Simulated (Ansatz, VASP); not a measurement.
GaSb: VASP beside Ansatz

INCAR

```
ALGO = Normal
EDIFF = 1E-8
ENCUT = 520
GGA = PE
ISIF = 2
ISMEAR = -1
LASPH = T
LCHARG = F
LEFG = T
LREAL = F
LWAVE = F
NBANDS = 16
NELM = 80
PREC = Accurate
SIGMA = 0.05
```

File KPOINTS:

```
k-points
0
Gamma
  9 9 9
```

The input POSCAR:

```
GaSb
1.0
    0.0000000000      3.0590000000      3.0590000000
    3.0590000000      0.0000000000      3.0590000000
    3.0590000000      3.0590000000      0.0000000000
Ga Sb
1 1
Direct
    0.0000000000      0.0000000000      0.0000000000
    0.7500000000      0.7500000000      0.7500000000
```

Input for Ansatz:

```yaml
crystal:
  lattice:
    - [0.0, 3.059, 3.059]
    - [3.059, 0.0, 3.059]
    - [3.059, 3.059, 0.0]
  atoms:
    - { symbol: Ga, position: [0.0, 0.0, 0.0] }
    - { symbol: Sb, position: [0.75, 0.75, 0.75] }
kpoints:
  mp_grid: { grid: [9, 9, 9] }
  band_path:
    path:
      - [0.0, 0.0, 0.0]
      - [-0.5, -0.5, 0.0]
      - [-0.375, -0.375, 0.25]
      - [-0.375, 0.0, 0.375]
      - [0.0, 0.0, 0.0]
      - [0.0, 0.0, 0.5]
      - [-0.5, -0.25, 0.25]
      - [-0.5, -0.5, 0.0]
    npoints: 8
scf:
  occupations: { method: fermi_dirac, width: 0.05 }
hamiltonian:
  xc: pbe
  pseudopotentials: { kind: paw }
output:
  forces: true
  stress: true
  eigenvalues: true
  efg: { contact_densities: true }
  populations: true
  bader: true
  dos: { projected: true, de: 0.2, e_range: [-14, 8] }
```

Alike in both runs: task electric field gradients; functional PBE; k mesh 9 × 9 × 9; occupations fermi-dirac, width 0.05 eV; no spin polarisation.

|  | VASP | Ansatz |
| --- | --- | --- |
| version | VASP 6.6.1 | Ansatz 0.2.0 |
| potentials or method | VASP PAW PBE potentials, release 64 (Ga_d, Sb) | PAW with Ansatz's default frozen-core files, scalar-relativistic |
| plane-wave cutoff (eV) | 520 | 420 |
| valence electrons in the cell | 18 | 28 |

|  | VASP | Ansatz | Ansatz less VASP |
| --- | --- | --- | --- |
| pressure (GPa) | 2.4 | 2.3 | -0.08 |

VASP's potentials hold 18 valence electrons a cell and Ansatz's 28, so a difference there can come from the potentials and not from the codes.

Neither program's run includes spin-orbit coupling.
